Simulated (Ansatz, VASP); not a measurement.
## P in VASP and in Ansatz

The input INCAR:

```
SYSTEM = P
AGGAC = 1.0 ; AGGAX = 1.0
ALDAC = 0.0 ; ALDAX = 1.0
ALGO = Normal ; EDIFF = 1E-6
ENCUT = 520 ; GGA = B5
ISIF = 2 ; ISMEAR = -1
LASPH = .TRUE. ; LCHARG = .FALSE.
LREAL = .FALSE. ; LWAVE = .FALSE.
NBANDS = 12 ; NELM = 100
PREC = Accurate ; SIGMA = 0.1
```

Contents of KPOINTS:

```
k-points
0
G
  12 12 11
  0 0 0
```

POSCAR

```
P
1.0
    3.5372057043      0.0000000000      0.0000000000
   -1.7686028521      3.0633099983      0.0000000000
    0.0000000000      0.0000000000      3.4163797623
P
2
Direct
    0.3333333333      0.6666666667      0.2500000000
    0.6666666667      0.3333333333      0.7500000000
```

Input for Ansatz:

```yaml
crystal:
  lattice:
    - [3.5372057043, 0.0, 0.0]
    - [-1.7686028521, 3.0633099983, 0.0]
    - [0.0, 0.0, 3.4163797623]
  atoms:
    - { symbol: P, position: [0.3333333333, 0.6666666667, 0.25] }
    - { symbol: P, position: [0.6666666667, 0.3333333333, 0.75] }
hamiltonian:
  xc: blyp
  pseudopotentials:
    kind: paw
    azcp:
      P: "pseudopotentials/P.paw.azcp"
basis:
  ecutwfc: 420
  fft_grid_basis: typed
kpoints:
  mp_grid: { grid: [12, 12, 11], shift: [0, 0, 0] }
magnetization:
  spin_polarized: false
scf:
  occupations: { method: fermi_dirac, width: 0.1 }
  lower_state_search: "off"
output:
  stress: true
  write_density: true
  write_potential: true
  elf: true
  volumetric_format: npy
```

Alike in both runs: task single point; functional BLYP; k mesh 12 × 12 × 11; occupations fermi-dirac, width 0.1 eV; no spin polarisation.

|  | VASP | Ansatz |
| --- | --- | --- |
| version | VASP 6.6.1 | Ansatz 0.2.0 |
| potentials or method | VASP PAW PBE potentials, release 64 (P), cutoff 520 eV | plane waves (420 eV) with PAW, scalar-relativistic |
| valence electrons in the cell | 10 | 10 |

Ansatz gave:

* pressure (GPa): -4.8
* traceless stress, the component that is largest in VASP (GPa): -1.76

Problem. Which values does VASP return?

Solution. Pressure (GPa): -4.7; traceless stress, the component that is largest in VASP (GPa): -1.74.

VASP's potentials were made for PBE, not for BLYP.
